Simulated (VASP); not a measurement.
## Cl: single point with r2SCAN+D3(BJ)

The system is Cl.

```xyz
12
Lattice="7.6631 0.0000 0.0000 0.0000 7.6631 0.0000 0.0000 0.0000 7.6631" Properties=species:S:1:pos:R:3 pbc="T T T"
Cl    5.4516    0.6952    5.8183
Cl    5.9687    2.3874    4.9217
Cl    2.8956    2.5091    7.8865
Cl    2.0710    1.9042    6.1978
Cl    4.1310    6.6596    3.0258
Cl    4.5633    5.2800    1.6510
Cl    0.2054    8.1501    1.8228
Cl    0.4965    6.0653    1.7110
Cl    0.5683    5.8971    6.5118
Cl    0.4162    5.9430    4.3461
Cl    6.3070    3.3758    0.0885
Cl    7.3976    3.3349    1.7423
```

```json
{
  "Program": "VASP 6.6.1",
  "Task": "single point",
  "Functional": "r2SCAN",
  "Dispersion": "D3(BJ)",
  "Potentials or basis": "VASP PAW PBE potentials, release 64 (Cl)",
  "Cutoff": "520 eV",
  "k mesh": "1 × 1 × 1",
  "Occupations": "fermi-dirac, width 0.02 eV",
  "Spin": "no spin polarisation",
  "Dipole correction": "no",
  "Further INCAR settings": "ALGO = Normal; EDIFF = 1e-06; NBANDS = 54"
}
```

```yaml
Pressure: -1.1 GPa
Largest_force: 0.713 eV/Å
Band_gap_on_the_k_mesh: 2.52 eV
Dispersion_energy_per_atom: -0.057 eV
```

Forces in eV/Å, atoms in the order of the input:
```
Cl   0.067 -0.013 -0.118
Cl  -0.069 -0.018 -0.042
Cl   0.117  0.096  0.031
Cl  -0.161 -0.038 -0.048
Cl  -0.027 -0.063 -0.048
Cl  -0.098  0.202  0.121
Cl  -0.008 -0.031 -0.232
Cl  -0.543  0.365 -0.175
Cl  -0.151  0.267 -0.219
Cl   0.254 -0.233  0.624
Cl   0.096 -0.199  0.023
Cl   0.522 -0.336  0.084
```

Stress tensor (GPa, compression positive):
```
 0.01  0.09  0.03
 0.09 -1.22  0.01
 0.03  0.01 -1.95
```

Levels at points of the mesh, in eV from the valence-band top:
```csv
k point,band 39,band 40,band 41,band 42,band 43,band 44,band 45,band 46
"(0.00, 0.00, 0.00)",-0.25,-0.13,-0.01,0.00,2.52,2.66,3.03,3.17
```

Run time: 2.2 min on 1 thread of AMD EPYC 9R45 (Zen 5) (shared host), peak memory 0.46 GiB.

Caveat: the k points lie up to 0.82 Å⁻¹ apart; the PAW data sets were made with another functional, which shifts forces and pressure a little.
